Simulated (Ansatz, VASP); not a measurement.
## One calculation of SnO2, two programs

File INCAR:

```
PREC     = Accurate       # precision mode
ENCUT    = 520            # plane-wave cutoff, eV
EDIFF    = 1E-6           # SCF threshold, eV
ISMEAR   = 0              # smearing method
SIGMA    = 0.05           # smearing width, eV
LREAL    = False          # projectors in reciprocal space
LASPH    = True           # aspherical terms in the spheres
NELM     = 60             # most SCF steps
ALGO     = Normal         # electronic algorithm
ISIF     = 2              # what is computed and relaxed
LWAVE    = False          # write WAVECAR
LCHARG   = True           # write CHGCAR
GGA      = CA             # functional
LELF     = True           # ELF
LVHAR    = True         
NBANDS   = 64             # bands
```

Contents of KPOINTS:

```
regular mesh
0
Gamma
  6 6 6
```

POSCAR

```
SnO2
1.0
    3.2534500000      1.8783802333      3.8825333333
   -3.2534500000      1.8783802333      3.8825333333
    0.0000000000     -3.7567604666      3.8825333333
Sn O
4 8
Direct
    0.8645353782      0.8645353782      0.8645353782
    0.3648691645      0.3648691645      0.8648751974
    0.3648691645      0.8648751974      0.3648691645
    0.8648751974      0.3648691645      0.3648691645
    0.1199116729      0.6196051221      0.6196051221
    0.6196051221      0.1199116729      0.6196051221
    0.6196051221      0.6196051221      0.1199116729
    0.6099370359      0.6099370359      0.6099370359
    0.1198492242      0.1198492242      0.1198492242
    0.1096932183      0.1096932183      0.6100024814
    0.1096932183      0.6100024814      0.1096932183
    0.6100024814      0.1096932183      0.1096932183
```

Input for Ansatz:

```yaml
crystal:
  lattice:
    - [3.25345, 1.8783802333, 3.8825333333]
    - [-3.25345, 1.8783802333, 3.8825333333]
    - [0.0, -3.7567604666, 3.8825333333]
  atoms:
    - { symbol: Sn, position: [0.8645353782, 0.8645353782, 0.8645353782] }
    - { symbol: Sn, position: [0.3648691645, 0.3648691645, 0.8648751974] }
    - { symbol: Sn, position: [0.3648691645, 0.8648751974, 0.3648691645] }
    - { symbol: Sn, position: [0.8648751974, 0.3648691645, 0.3648691645] }
    - { symbol: O, position: [0.1199116729, 0.6196051221, 0.6196051221] }
    - { symbol: O, position: [0.6196051221, 0.1199116729, 0.6196051221] }
    - { symbol: O, position: [0.6196051221, 0.6196051221, 0.1199116729] }
    - { symbol: O, position: [0.6099370359, 0.6099370359, 0.6099370359] }
    - { symbol: O, position: [0.1198492242, 0.1198492242, 0.1198492242] }
    - { symbol: O, position: [0.1096932183, 0.1096932183, 0.6100024814] }
    - { symbol: O, position: [0.1096932183, 0.6100024814, 0.1096932183] }
    - { symbol: O, position: [0.6100024814, 0.1096932183, 0.1096932183] }
basis:
  ecutwfc: 520.0
kpoints:
  mp_grid: { grid: [6, 6, 6] }
hamiltonian:
  xc: lda
  pseudopotentials: { kind: paw, azcp: { folder: soft_1 } }
scf:
  occupations: { method: gaussian, width: 0.05 }
output:
  forces: true
  stress: true
  eigenvalues: true
```

Alike in both runs: task single point; functional LDA; k mesh 6 × 6 × 6; occupations gaussian, width 0.05 eV; no spin polarisation.

|  | VASP | Ansatz |
| --- | --- | --- |
| version | VASP 6.6.1 | Ansatz 0.2.0 |
| potentials or method | VASP PAW LDA potentials, release 64 (Sn_d, O), cutoff 520 eV | scalar-relativistic, plane waves, PAW |
| valence electrons in the cell | 104 | 104 |

|  | VASP | Ansatz | Ansatz less VASP |
| --- | --- | --- | --- |
| gap on the k mesh at the Fermi level (eV) | 1.31 | 1.30 | -0.010 |
| least direct gap on the mesh (eV) | 1.31 | 1.30 | -0.010 |
| pressure (GPa) | 0.9 | -0.4 | -1.31 |
| traceless stress, the component that is largest in VASP (GPa) | 1.63 | 2.51 | +0.876 |
| rms of the force components (eV/Å) | 0.164 | 0.125 | -0.0391 |

Ansatz warns that its potentials were made for another functional, while VASP's fit it. LDA's correlation is that of Perdew and Zunger in VASP and of Perdew and Wang (1992) in Ansatz. Atom by atom the forces differ by 0.039 eV/Å (rms over components).
